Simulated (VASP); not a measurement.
A run of VASP 6.6.1:

File INCAR:

```
SYSTEM = CoSi2
PREC     = Accurate       ! precision mode
ENCUT    = 520            ! plane-wave cutoff, eV
EDIFF    = 1E-6           ! SCF threshold, eV
ISMEAR   = 0              ! smearing method
SIGMA    = 0.1            ! smearing width, eV
LREAL    = .False.        ! projectors in reciprocal space
LASPH    = .True.         ! aspherical terms in the spheres
NELM     = 100            ! most SCF steps
ALGO     = Normal         ! electronic algorithm
ISIF     = 2              ! what is computed and relaxed
LWAVE    = .False.        ! write WAVECAR
LCHARG   = .False.        ! write CHGCAR
GGA      = PS             ! functional
NBANDS   = 16             ! bands
```

File KPOINTS:

```
regular mesh
0
Gamma
  14 14 14
  0 0 0
```

Contents of POSCAR:

```
CoSi2
1.0
    0.0000000000      2.5740334535      2.5740334535
    2.5740334535      0.0000000000      2.5740334535
    2.5740334535      2.5740334535      0.0000000000
Co Si
1 2
Direct
    0.0000000000      0.0000000000      0.0000000000
    0.2500000000      0.2500000000      0.2500000000
    0.7500000000      0.7500000000      0.7500000000
```

Potentials or basis: VASP PAW PBE potentials, release 64 (Co, Si).

Command:

```sh
$ cat potpaw_PBE.64/Co/POTCAR potpaw_PBE.64/Si/POTCAR > POTCAR
$ mpirun -np 1 vasp_std > vasp.out
```

Hardware: 1 thread of AMD EPYC 9R14 (Zen 4), on a shared host.

**Question.** Estimate the wall time of this run.

**Answer.** It took 42 s on 1 thread of AMD EPYC 9R14 (Zen 4), with other jobs on the host, peak memory 0.16 GiB. Counts: scf iterations 14, k points 104.
